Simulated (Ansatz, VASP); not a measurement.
**Al3B2N in VASP and in Ansatz**

INCAR

```
SYSTEM = Al3B2N
  PREC = Accurate
  ENCUT = 520
  EDIFF = 1E-7
  ISMEAR = 0
  SIGMA = 0.1
  LREAL = .False.
  LASPH = .True.
  NELM = 150
  ALGO = Normal
  ISIF = 2
  LWAVE = .False.
  LCHARG = .False.
  ISPIN = 2
  MAGMOM = 0 0 0 0 0 1
  LORBIT = 11
  GGA = PE
  NBANDS = 23
```

File KPOINTS:

```
regular mesh
0
Gamma
  6 6 6
  0 0 0
```

The input POSCAR:

```
Al3B2N
1.0
    2.4030369300      1.3873940200      3.7838047200
   -2.4030369300      1.3873940200      3.7838047200
    0.0000000000     -2.7747880400      3.7838047200
Al B N
3 2 1
Direct
    0.0000000000      0.5000000000      0.0000000000
    0.5000000000      0.0000000000      0.0000000000
    0.0000000000      0.0000000000      0.5000000000
    0.6257190100      0.6257190100      0.6257190100
    0.3742809900      0.3742809900      0.3742809900
    0.0000000000      0.0000000000      0.0000000000
```

Input for Ansatz:

```yaml
crystal:
  lattice:
    - [2.40303693, 1.38739402, 3.78380472]
    - [-2.40303693, 1.38739402, 3.78380472]
    - [0.0, -2.77478804, 3.78380472]
  atoms:
    - { symbol: Al, position: [0.0, 0.5, 0.0] }
    - { symbol: Al, position: [0.5, 0.0, 0.0] }
    - { symbol: Al, position: [0.0, 0.0, 0.5] }
    - { symbol: B, position: [0.62571901, 0.62571901, 0.62571901] }
    - { symbol: B, position: [0.37428099, 0.37428099, 0.37428099] }
    - { symbol: "N", position: [0.0, 0.0, 0.0], spin: 1.0 }
basis:
  ecutwfc: 420
kpoints:
  mp_grid: { grid: [6, 6, 6] }
hamiltonian:
  xc: pbe
scf:
  occupations: { method: gaussian, width: 0.1 }
  lower_state_search: "off"
output:
  forces: true
  stress: true
  eigenvalues: true
  populations: true
magnetization:
  spin_polarized: true
```

Change from the starting cell: species swapped into the Tb2Al3Fe type (R-3m, No. 166).

Alike in both runs: task single point; functional PBE; k mesh 6 × 6 × 6; occupations gaussian, width 0.1 eV; collinear spin.

```csv
,VASP,Ansatz
version,VASP 6.6.1,Ansatz 0.2.0
potentials or method,"VASP PAW PBE potentials, release 64 (Al, B, N), cutoff 520 eV","scalar-relativistic, plane waves, PAW"
valence electrons in the cell,20,20
```

|  | VASP | Ansatz | Ansatz less VASP |
| --- | --- | --- | --- |
| gap on the k mesh at the Fermi level (eV) | none | none | - |
| pressure (GPa) | -2.8 | -2.7 | +0.05 |
| traceless stress, the component that is largest in VASP (GPa) | -32.95 | -33.00 | -0.045 |
| rms of the force components (eV/Å) | 0.148 | 0.148 | +0.0003 |
| net moment per atom (μB) | 0.00 | 0.00 | 0.000 |

Atom by atom the forces differ by 0.000 eV/Å (rms over components). A gap of «none» marks a metal or a gap that the smearing closes. Ansatz's warnings: seeded moment not kept.
